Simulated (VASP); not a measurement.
# BaTiO3 (P4mm) in VASP: vibrations by perturbation theory with PBEsol

Aim: the vibrations by perturbation theory of BaTiO3 with PBEsol.

All numbers are computed with VASP 6.6.1; they aren't measurements. Logs are shortened: lines on timing, memory, paths and dates and some standing lists are left out, and cuts for length are marked.

**1. The cell of the first run**

It takes space group P4mm (No. 99, tetragonal). Conventional cell: a = 3.955 Å, b = 3.955 Å, c = 4.045 Å, α = 90.00°, β = 90.00°, γ = 90.00°. Ba (site symmetry 4mm) has 12 O at 2.77 to 2.88 Å and 8 Ti at 3.42 to 3.49 Å within 3.7 Å. Ti (site symmetry 4mm) has 6 O at 1.84 to 2.21 Å within 2.4 Å. O (site symmetry 4mm) has 2 Ti at 1.84 to 2.21 Å within 2.4 Å. Within 2.6 Å of O (site symmetry 2mm) lie 2 Ti at 1.98 Å.

**2. Vibrations by perturbation theory, PBEsol**

File INCAR:

```
SYSTEM = BaTiO3
ALGO = Normal
EDIFF = 1E-8
ENCUT = 520
GGA = PS
IBRION = 8
ISIF = 2
ISMEAR = 0
LASPH = .True.
LCHARG = .False.
LEPSILON = .True.
LREAL = .False.
LWAVE = .False.
NELM = 100
NSW = 1
PREC = Accurate
SIGMA = 0.01
```

File KPOINTS:

```
k-points
0
Gamma
  6 6 6
  0 0 0
```

File POSCAR:

```
BaTiO3
1.0
    3.9553036445      0.0000000000      0.0000000000
    0.0000000000      3.9553036445      0.0000000000
    0.0000000000      0.0000000000      4.0449751989
Ba Ti O
1 1 3
Direct
    0.0000000000      0.0000000000     -0.0019787066
    0.5000000000      0.5000000000      0.4827690788
    0.5000000000      0.5000000000      0.0278958972
    0.5000000000      0.0000000000      0.5171568654
    0.0000000000      0.5000000000      0.5171568654
```

Potentials or basis: VASP PAW PBE potentials, release 64 (Ba_sv, Ti_sv, O).

The run is started by

```console
$ cat potpaw_PBE.64/Ba_sv/POTCAR potpaw_PBE.64/Ti_sv/POTCAR potpaw_PBE.64/O/POTCAR > POTCAR
$ mpirun -np 1 vasp_std > vasp.out
```

OUTCAR:

```text
SYSTEM = BaTiO3
   EDIFF = 1E-8
   ENCUT = 520
   GGA = PS
   IBRION = 8
   ISIF = 2
   ISMEAR = 0
   LASPH = .True.
   LEPSILON = .True.
   LREAL = .False.
   NELM = 100
   NSW = 1
   PREC = Accurate

 ion  position               nearest neighbor table
   1  0.000  0.000  0.998-   4 2.77   5 2.77   5 2.77   4 2.77   3 2.80   3 2.80   3 2.80   3 2.80
                             4 2.88   5 2.88   5 2.88   4 2.88   2 3.42   2 3.42   2 3.42   2 3.42
   2  0.500  0.500  0.483-   3 1.84   4 1.98   5 1.98   4 1.98   5 1.98   3 2.21   1 3.42   1 3.42
                             1 3.42   1 3.42   1 3.49   1 3.49   1 3.49   1 3.49
   3  0.500  0.500  0.028-   2 1.84   2 2.21   1 2.80   1 2.80   1 2.80   1 2.80
   4  0.500  0.000  0.517-   2 1.98   2 1.98   1 2.77   1 2.77   1 2.88   1 2.88
   5  0.000  0.500  0.517-   2 1.98   2 1.98   1 2.77   1 2.77   1 2.88   1 2.88

  LATTYP: Found a simple tetragonal cell.
 ALAT       =     3.9553036445
 C/A-ratio  =     1.0226712188

  Lattice vectors:

 A1 = (   3.9553036445,   0.0000000000,   0.0000000000)
 A2 = (   0.0000000000,   3.9553036445,   0.0000000000)
 A3 = (   0.0000000000,   0.0000000000,   4.0449751989)

Analysis of symmetry for initial positions (statically):
=====================================================================
 Subroutine PRICEL returns:
 Original cell was already a primitive cell.

 Routine SETGRP: Setting up the symmetry group for a
 simple tetragonal supercell.

 Subroutine GETGRP returns: Found  8 space group operations
 (whereof  8 operations were pure point group operations)
 out of a pool of 16 trial point group operations.

The static configuration has the point symmetry C_4v.

Analysis of symmetry for dynamics (positions and initial velocities):
=====================================================================
 Subroutine PRICEL returns:
 Original cell was already a primitive cell.

 Routine SETGRP: Setting up the symmetry group for a
 simple tetragonal supercell.

 Subroutine GETGRP returns: Found  8 space group operations
 (whereof  8 operations were pure point group operations)
 out of a pool of 16 trial point group operations.

The dynamic configuration has the point symmetry C_4v.

 Subroutine INISYM returns: Found  8 space group operations
 (whereof  8 operations are pure point group operations),
 and found     1 'primitive' translations

----------------------------------------------------------------------------------------

                                     Primitive cell

  volume of cell :      63.2813

  direct lattice vectors                    reciprocal lattice vectors
     3.955303644  0.000000000  0.000000000     0.252825090  0.000000000  0.000000000
     0.000000000  3.955303644  0.000000000     0.000000000  0.252825090  0.000000000
     0.000000000  0.000000000  4.044975199     0.000000000  0.000000000  0.247220304

  length of vectors
     3.955303644  3.955303644  4.044975199     0.252825090  0.252825090  0.247220304

  position of ions in fractional coordinates (direct lattice)
     0.000000000  0.000000000  0.998021293
     0.500000000  0.500000000  0.482769079
     0.500000000  0.500000000  0.027895897
     0.500000000  0.000000000  0.517156865
     0.000000000  0.500000000  0.517156865

  ion indices of the primitive-cell ions
   primitive index   ion index
                 1           1
                 2           2
                 3           3
                 4           4
                 5           5

----------------------------------------------------------------------------------------

 KPOINTS: k-points
[... 832 lines left out ...]
 -----------------------------------------------------------------------------
    -0.17422  0.00000  0.00000
     0.00000 -0.17422  0.00000
     0.00000 -0.00000 -0.09279

[... ionic steps 4 to 12 ...]

--------------------------------------- Ionic step       13  -------------------------------------------

------------------------ aborting loop because EDIFF is reached ----------------------------------------

--------------------------------------- Ionic step       14  -------------------------------------------

------------------------ aborting loop because EDIFF is reached ----------------------------------------

--------------------------------------- Ionic step       15  -------------------------------------------

 Free energy of the ion-electron system (eV)
  ---------------------------------------------------
  ---------------------------------------------------
  free energy    TOTEN  =        -0.36834943 eV

  energy without entropy =       -0.36834943

------------------------ aborting loop because EDIFF is reached ----------------------------------------

 INTERNAL STRAIN TENSOR  FOR ION    4  DIRECTION 3   (eV/Angst):
 -----------------------------------------------------------------------------
     1.38832  0.00000  0.00000
     0.00000 -3.22246  0.00000
     0.00000  0.00000 -0.07290

 MACROSCOPIC STATIC DIELECTRIC TENSOR (including local field effects in DFT)
 ------------------------------------------------------
           6.474417     0.000000     0.000000
          -0.000000     6.474417    -0.000000
           0.000000     0.000000     5.769354
 ------------------------------------------------------

 PIEZOELECTRIC TENSOR (including local field effects)  for field in x, y, z        (e  Angst)
          XX          YY          ZZ          XY          YZ          ZX
  --------------------------------------------------------------------------------
  x     0.00000     0.00000     0.00000     0.00000     0.00000    -0.34463
  y    -0.00000     0.00000     0.00000     0.00000    -0.34463     0.00000
  z    -0.68813    -0.68813    -0.36651     0.00000     0.00000     0.00000

 PIEZOELECTRIC TENSOR (including local field effects)  for field in x, y, z        (C/m^2)
          XX          YY          ZZ          XY          YZ          ZX
  --------------------------------------------------------------------------------
  x     0.00000     0.00000     0.00000     0.00000     0.00000    -0.08725
  y    -0.00000     0.00000     0.00000     0.00000    -0.08725     0.00000
  z    -0.17422    -0.17422    -0.09279     0.00000     0.00000     0.00000

 BORN EFFECTIVE CHARGES (including local field effects) (in |e|, cummulative output)
 ---------------------------------------------------------------------------------
 ion    1
    1     2.73725     0.00000     0.00000
    2     0.00000     2.73725     0.00000
    3     0.00000    -0.00000     2.83683
 ion    2
    1     7.07878     0.00000     0.00000
    2     0.00000     7.07878     0.00000
    3     0.00000    -0.00000     5.75581
 ion    3
    1    -2.01732     0.00000     0.00000
    2     0.00000    -2.01732    -0.00000
    3     0.00000    -0.00000    -4.68678
 ion    4
    1    -2.14936     0.00000     0.00000
    2     0.00000    -5.64934     0.00000
    3     0.00000     0.00000    -1.95293
 ion    5
    1    -5.64934     0.00000     0.00000
    2     0.00000    -2.14936    -0.00000
    3     0.00000    -0.00000    -1.95293

 INTERNAL STRAIN TENSOR FOR ION    5 for displacements in x,y,z  (eV/Angst):
          X           Y           Z          XY          YZ          ZX
  --------------------------------------------------------------------------------
  x     0.00000     0.00000     0.00000     0.00000     0.00000    -0.37023
  y     0.00000     0.00000     0.00000     0.00000     1.38673     0.00000
  z    -3.22246     1.38832    -0.07290     0.00000     0.00000     0.00000

 SECOND DERIVATIVES (NOT SYMMETRIZED)
 ------------------------------------
               1X          1Y          1Z          2X          2Y          2Z          3X          3Y          3Z          4X          4Y          4Z          5X          5Y          5Z
  1X    -6.786581    0.000000    0.000000    3.424896    0.000000    0.000000    1.220319    0.000000    0.000000    0.890377    0.000000    0.000000    1.250989    0.000000    0.000000
  1Y     0.000000   -6.786581    0.000000    0.000000    3.424896    0.000000    0.000000    1.220319    0.000000    0.000000    1.250989    0.000000    0.000000    0.890377    0.000000
  1Z     0.000000    0.000000   -6.467880    0.000000    0.000000    3.948469    0.000000    0.000000    0.939167    0.000000    0.000000    0.790122    0.000000    0.000000    0.790122
  2X     3.414719    0.000000    0.000000   -1.655240    0.000000    0.000000    0.831035    0.000000    0.000000    0.370957    0.000000    0.000000   -2.961471    0.000000    0.000000
  2Y     0.000000    3.414719    0.000000    0.000000   -1.655240    0.000000    0.000000    0.831035    0.000000    0.000000   -2.961471    0.000000    0.000000    0.370957    0.000000
  2Z     0.000000    0.000000    3.942137    0.000000   -0.000000  -11.965678    0.000000    0.000000    4.561476    0.000000   -0.000000    1.731032    0.000000    0.000000    1.731032
  3X     1.213589    0.000000    0.000000    0.822470    0.000000    0.000000   -5.661581    0.000000    0.000000   -0.489570    0.000000    0.000000    4.115091    0.000000    0.000000
  3Y     0.000000    1.213589    0.000000    0.000000    0.822470    0.000000    0.000000   -5.661581    0.000000    0.000000    4.115091    0.000000    0.000000   -0.489570    0.000000
  3Z     0.000000    0.000000    0.945735    0.000000    0.000000    4.528055    0.000000    0.000000  -13.139103    0.000000    0.000000    3.832657    0.000000    0.000000    3.832657
  4X     0.881395    0.000000    0.000000    0.355440    0.000000    0.000000   -0.486853    0.000000    0.000000   -5.519034    0.000000    0.000000    4.769052    0.000000    0.000000
  4Y     0.000000    1.251265    0.000000    0.000000   -2.976599    0.000000    0.000000    4.104563    0.000000    0.000000   -7.134780    0.000000    0.000000    4.755550    0.000000
  4Z     0.000000    0.000000    0.784409    0.000000    0.000000    1.722344    0.000000    0.000000    3.841681    0.000000    0.000000   -5.692174    0.000000    0.000000   -0.656260
  5X     1.251265    0.000000    0.000000   -2.976599    0.000000    0.000000    4.104563    0.000000    0.000000    4.755550    0.000000    0.000000   -7.134780    0.000000    0.000000
  5Y     0.000000    0.881395    0.000000    0.000000    0.355440    0.000000    0.000000   -0.486853    0.000000    0.000000    4.769052    0.000000    0.000000   -5.519034    0.000000
  5Z     0.000000    0.000000    0.784409    0.000000    0.000000    1.722344    0.000000    0.000000    3.841681    0.000000    0.000000   -0.656260    0.000000    0.000000   -5.692174

 Eigenvectors and eigenvalues of the dynamical matrix
 ----------------------------------------------------

   1 f  =   15.810275 THz    99.338885 2PiTHz  527.373995 cm-1    65.386013 meV
             X         Y         Z           dx          dy          dz
      0.000000  0.000000  4.036971    -0.000000    0.000000    0.000273
      1.977652  1.977652  1.952789     0.000000    0.000000    0.134546
      1.977652  1.977652  0.112838    -0.000000   -0.000000   -0.879072
      1.977652  0.000000  2.091887    -0.000000    0.000000    0.323365
      0.000000  1.977652  2.091887     0.000000   -0.000000    0.323365
[... 105 lines left out ...]
  15 f/i=    2.757679 THz    17.327009 2PiTHz   91.986277 cm-1    11.404840 meV
             X         Y         Z           dx          dy          dz
      0.000000  0.000000  4.036971    -0.000233    0.003441   -0.000000
      1.977652  1.977652  1.952789     0.046294   -0.685006   -0.000000
      1.977652  1.977652  0.112838    -0.018989    0.280984   -0.000000
      1.977652  0.000000  2.091887    -0.026075    0.546256   -0.000000
      0.000000  1.977652  2.091887    -0.036917    0.385826   -0.000000

--------------------------------------------------------------------------------------------------------

 MACROSCOPIC STATIC DIELECTRIC TENSOR IONIC CONTRIBUTION
 ------------------------------------------------------
           0.685122    -0.000000     0.000000
           0.000000     0.685122    -0.000000
           0.000000    -0.000000    20.385049
 ------------------------------------------------------

 ELASTIC MODULI CONTR FROM IONIC RELAXATION (kBar)
 Direction    XX          YY          ZZ          XY          YZ          ZX
 --------------------------------------------------------------------------------
 XX         -74.4134     32.4689   -148.3908      0.0000     -0.0000     -0.0000
 YY          32.4689    -74.4134   -148.3908      0.0000      0.0000      0.0000
 ZZ        -148.3908   -148.3908  -1642.6417      0.0000     -0.0000     -0.0000
 XY           0.0000      0.0000      0.0000      0.0000      0.0000      0.0000
 YZ          -0.0000      0.0000     -0.0000      0.0000    -12.6924     -0.0000
 ZX          -0.0000      0.0000     -0.0000      0.0000     -0.0000     -8.1970
 --------------------------------------------------------------------------------

 PIEZOELECTRIC TENSOR IONIC CONTR  for field in x, y, z        (C/m^2)
          XX          YY          ZZ          XY          YZ          ZX
  --------------------------------------------------------------------------------
  x    -0.00000     0.00000    -0.00000     0.00000     0.00000     0.00394
  y    -0.00000     0.00000     0.00000     0.00000     0.01322    -0.00000
  z    -0.32334    -0.32334    -4.72668     0.00000    -0.00000    -0.00000
```

It took 58 min on 1 thread of Intel Xeon Platinum 8488C (Sapphire Rapids), shared host; peak memory 0.62 GiB.

Results:

- Electronic dielectric tensor (diagonal): 6.47, 6.47, 5.77
- Born charges (mean of the diagonal): Ba +2.77; Ti +6.64; O -2.91, -3.25 (each value once) e
- Highest phonon frequency at Γ, LO-TO splitting left out: 527 cm⁻¹
- Most unstable mode: 92i cm⁻¹

Phonon frequencies in cm⁻¹ (negative: imaginary):
| q point | frequencies |
| --- | --- |
| (0.000, 0.000, 0.000) | -92 -92 0 1 1 175 180 180 293 295 295 321 472 472 527 |

Electronic dielectric tensor:
```
6.47 0.00 0.00
0.00 6.47 0.00
0.00 0.00 5.77
```

Born effective charge tensors (e):
atom 1, Ba
```
2.74 0.00 0.00
0.00 2.74 0.00
0.00 0.00 2.84
```
atom 2, Ti
```
7.08 0.00 0.00
0.00 7.08 0.00
0.00 0.00 5.76
```
atom 3, O
```
-2.02  0.00  0.00
 0.00 -2.02  0.00
 0.00  0.00 -4.69
```
atom 4, O
```
-2.15  0.00  0.00
 0.00 -5.65  0.00
 0.00  0.00 -1.95
```
atom 5, O
```
-5.65  0.00  0.00
 0.00 -2.15  0.00
 0.00  0.00 -1.95
```

Caveat: the cell stands under pressure or tension, which shifts response properties; some modes are imaginary; spin-orbit coupling is left out, which moves the levels of the heavy elements.
